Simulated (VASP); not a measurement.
Input of a VASP 6.6.1 run:

File INCAR:

```
SYSTEM = VSi
  ALGO = Normal
  EDIFF = 1E-6
  ENCUT = 520
  GGA = PE
  ISIF = 2
  ISMEAR = -1
  ISPIN = 2
  LASPH = .TRUE.
  LCHARG = .TRUE.
  LELF = .TRUE.
  LMAXMIX = 4
  LORBIT = 11
  LREAL = .FALSE.
  LVHAR = .TRUE.
  LWAVE = .FALSE.
  MAGMOM = 1.5 0
  NBANDS = 20
  NELM = 150
  PREC = Accurate
  SIGMA = 0.03
```

File KPOINTS:

```
k-points
0
G
  13 13 13
  0 0 0
```

File POSCAR:

```
VSi
1.0
    0.0000000000      2.4436595036      2.4436595036
    2.4436595036      0.0000000000      2.4436595036
    2.4436595036      2.4436595036      0.0000000000
V Si
1 1
Direct
    0.0000000000      0.0000000000      0.0000000000
    0.5000000000      0.5000000000      0.5000000000
```

Potentials or basis: VASP PAW PBE potentials, release 64 (V_sv, Si).

Command:

```console
$ cat potpaw_PBE.64/V_sv/POTCAR potpaw_PBE.64/Si/POTCAR > POTCAR
$ mpirun -np 1 vasp_std > vasp.out
```

**Question.** Predict the net moment.

**Answer.** 0.01 μB per cell.

**Question.** What does it give for the pressure?

**Answer.** 0.2 GPa.
